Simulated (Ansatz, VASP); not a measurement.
## Two plane-wave programs on K3S2

File INCAR:

```
PREC = Accurate
ENCUT = 600
EDIFF = 1E-6
ISMEAR = 0
SIGMA = 0.1
LREAL = F
LASPH = T
NELM = 80
ALGO = Normal
ISIF = 3
LWAVE = F
LCHARG = F
GGA = PE
IBRION = 2
NSW = 90
EDIFFG = -0.04
```

File KPOINTS:

```
Automatic mesh
0
Gamma
  3 3 3
```

POSCAR

```
K3S2
1.0
    3.6616072344      2.1140299224      6.6646750323
   -3.6616072344      2.1140299224      6.6646750323
    0.0000000000     -4.2280598450      6.6646750323
K S
6 4
Direct
    0.0562500000      0.4437500000      0.7500000000
    0.7500000000      0.0562500000      0.4437500000
    0.4437500000      0.7500000000      0.0562500000
    0.9437500000      0.5562500000      0.2500000000
    0.2500000000      0.9437500000      0.5562500000
    0.5562500000      0.2500000000      0.9437500000
    0.8521800000      0.8521800000      0.8521800000
    0.6478200000      0.6478200000      0.6478200000
    0.1478200000      0.1478200000      0.1478200000
    0.3521800000      0.3521800000      0.3521800000
```

Input for Ansatz:

```yaml
crystal:
  lattice:
    - [3.6616072344, 2.1140299224, 6.6646750323]
    - [-3.6616072344, 2.1140299224, 6.6646750323]
    - [0.0, -4.228059845, 6.6646750323]
  atoms:
    - { symbol: K, position: [0.05625, 0.44375, 0.75] }
    - { symbol: K, position: [0.75, 0.05625, 0.44375] }
    - { symbol: K, position: [0.44375, 0.75, 0.05625] }
    - { symbol: K, position: [0.94375, 0.55625, 0.25] }
    - { symbol: K, position: [0.25, 0.94375, 0.55625] }
    - { symbol: K, position: [0.55625, 0.25, 0.94375] }
    - { symbol: S, position: [0.85218, 0.85218, 0.85218] }
    - { symbol: S, position: [0.64782, 0.64782, 0.64782] }
    - { symbol: S, position: [0.14782, 0.14782, 0.14782] }
    - { symbol: S, position: [0.35218, 0.35218, 0.35218] }
basis:
  ecutwfc: 420
kpoints:
  mp_grid: { grid: [3, 3, 3] }
hamiltonian:
  xc: pbe
scf:
  occupations: { method: gaussian, width: 0.1 }
  lower_state_search: "off"
output:
  forces: true
  stress: true
  eigenvalues: true
relax:
  adjacent_minimum: "off"
  f_tol: 0.04
  max_steps: 70
  cell: { stress_tol: 0.4 }
```

Alike in both runs: task relaxation of cell and atoms; functional PBE; k mesh 3 × 3 × 3; occupations gaussian, width 0.1 eV; no spin polarisation.

|  | VASP | Ansatz |
| --- | --- | --- |
| version | VASP 6.6.1 | Ansatz 0.2.0 |
| potentials or method | VASP PAW PBE potentials, release 64 (K_sv, S), cutoff 600 eV | scalar-relativistic, plane waves, PAW |
| valence electrons in the cell | 78 | 78 |

```csv
,VASP,Ansatz,Ansatz less VASP
"gap on the k mesh at the Fermi level, each at its own relaxed structure (eV)",none,none,-
relaxed volume (Å³/atom),39.21,39.12,-0.085
relaxed length of the cell vector where the two differ most in proportion (Å),8.435,8.484,+0.0495
```

A gap of «none» marks a metal or a gap that the smearing closes.

Noted on VASP's run: the volume moved by over 15 % at a fixed basis, so the end points are rough.
